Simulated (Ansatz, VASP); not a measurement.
# MnSb in VASP and in Ansatz

File INCAR:

```
SYSTEM = MnSb
ALGO = Normal ; EDIFF = 1E-6
ENCUT = 520 ; GGA = PE
ISIF = 2 ; ISMEAR = -1
LASPH = .True. ; LCHARG = .True.
LELF = .True. ; LREAL = .False.
LVHAR = .True. ; LWAVE = .False.
NBANDS = 26 ; NELM = 80
PREC = Accurate ; SIGMA = 0.05
```

KPOINTS

```
k-points
0
Gamma
  9 9 6
  0 0 0
```

The input POSCAR:

```
MnSb
1.0
    4.1500000000      0.0000000000      0.0000000000
   -2.0750000000      3.5940054300      0.0000000000
    0.0000000000      0.0000000000      5.7800000000
Mn Sb
2 2
Direct
    0.0000000000      0.0000000000      0.0000000000
    0.0000000000      0.0000000000      0.5000000000
    0.3333333300      0.6666666700      0.2500000000
    0.6666666700      0.3333333300      0.7500000000
```

Input for Ansatz:

```yaml
crystal:
  lattice:
    - [4.15, 0.0, 0.0]
    - [-2.075, 3.59400543, 0.0]
    - [0.0, 0.0, 5.78]
  atoms:
    - { symbol: Mn, position: [0.0, 0.0, 0.0] }
    - { symbol: Mn, position: [0.0, 0.0, 0.5] }
    - { symbol: Sb, position: [0.33333333, 0.66666667, 0.25] }
    - { symbol: Sb, position: [0.66666667, 0.33333333, 0.75] }
  symmetry: { tolerance: 0.0003 }
hamiltonian:
  xc: pbe
  pseudopotentials: { kind: paw, azcp: { folder: soft_1 } }
basis:
  ecutwfc: 420
magnetization:
  spin_polarized: false
scf:
  occupations: { method: fermi_dirac, width: 0.05 }
kpoints:
  mp_grid: { grid: [9, 9, 6], shift: [0, 0, 0] }
output:
  forces: true
  stress: true
  eigenvalues: true
```

Alike in both runs: task single point; functional PBE; k mesh 9 × 9 × 6; occupations fermi-dirac, width 0.05 eV; no spin polarisation.

```csv
,VASP,Ansatz
version,VASP 6.6.1,Ansatz 0.2.0
potentials or method,"VASP PAW PBE potentials, release 64 (Mn_pv, Sb), cutoff 520 eV",PAW plane waves
valence electrons in the cell,36,60
```

```csv
,VASP,Ansatz,Ansatz less VASP
pressure (GPa),-16.1,-16.1,+0.04
"traceless stress, the component that is largest in VASP (GPa)",-5.06,-5.17,-0.112
```

The functional is the same, so the differences come from potentials, cutoffs and numerics. VASP's potentials hold 36 valence electrons a cell and Ansatz's 60, so a difference there can come from the potentials and not from the codes.

Neither program's run includes spin-orbit coupling.
